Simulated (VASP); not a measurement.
Write the native input for VASP 6.6.1 that does the following.

- Task: single point
- Functional: PBE
- Potentials or basis: VASP PAW PBE potentials, release 64 (Cd_sv_GW, S, O)
- Cutoff: 600 eV
- k mesh: 6 × 6 × 6
- Occupations: gaussian, width 0.1 eV
- Spin: no spin polarisation
- Dipole correction: no
- Second run: valence_matched
- Further INCAR settings: ALGO = Normal; EDIFF = 1e-06; NBANDS = 34

The structure of Cd2SO lies in POSCAR:

```
Cd2SO
1.0
   -2.2667149800      2.2667149800      3.8551951300
    2.2667149800     -2.2667149800      3.8551951300
    2.2667149800      2.2667149800     -3.8551951300
Cd S O
2 1 1
Direct
    0.7349694500      0.7349694500      0.0000000000
    0.2650305500      0.2650305500      0.0000000000
    0.5000000000      0.5000000000      0.0000000000
    0.0000000000      0.0000000000      0.0000000000
```

The input as run:

INCAR

```
SYSTEM = Cd2SO
ALGO = Normal
EDIFF = 1E-6
ENCUT = 600
GGA = PE
GGA_COMPAT = .FALSE.
ISIF = 2
ISMEAR = 0
LASPH = .TRUE.
LCHARG = .FALSE.
LREAL = .FALSE.
LWAVE = .FALSE.
NBANDS = 34
NELM = 120
PREC = Accurate
SIGMA = 0.1
```

KPOINTS

```
k-points
0
G
  6 6 6
  0 0 0
```

Potentials or basis: VASP PAW PBE potentials, release 64 (Cd_sv_GW, S, O).

Command:

```sh
$ cat potpaw_PBE.64/Cd_sv_GW/POTCAR potpaw_PBE.64/S/POTCAR potpaw_PBE.64/O/POTCAR > POTCAR
$ mpirun -np 1 vasp_std > vasp.out
```

It gave:

| Quantity | Value |
| --- | --- |
| Pressure | 43.5 GPa |
| Largest force | 18.300 eV/Å |
| Band gap on the k mesh | zero (band 26 reaches 4.40 eV, above the bottom of band 27 at 3.51 eV) |

Caveat: forces of over 1 eV/Å act on the atoms, so gaps and moduli don't describe the material at rest.

It took 2.4 min on 1 thread of Intel(R) Xeon(R) Platinum 8259CL CPU @ 2.50GHz (Skylake/Cascade Lake), on a shared host, peak memory 0.3 GiB.
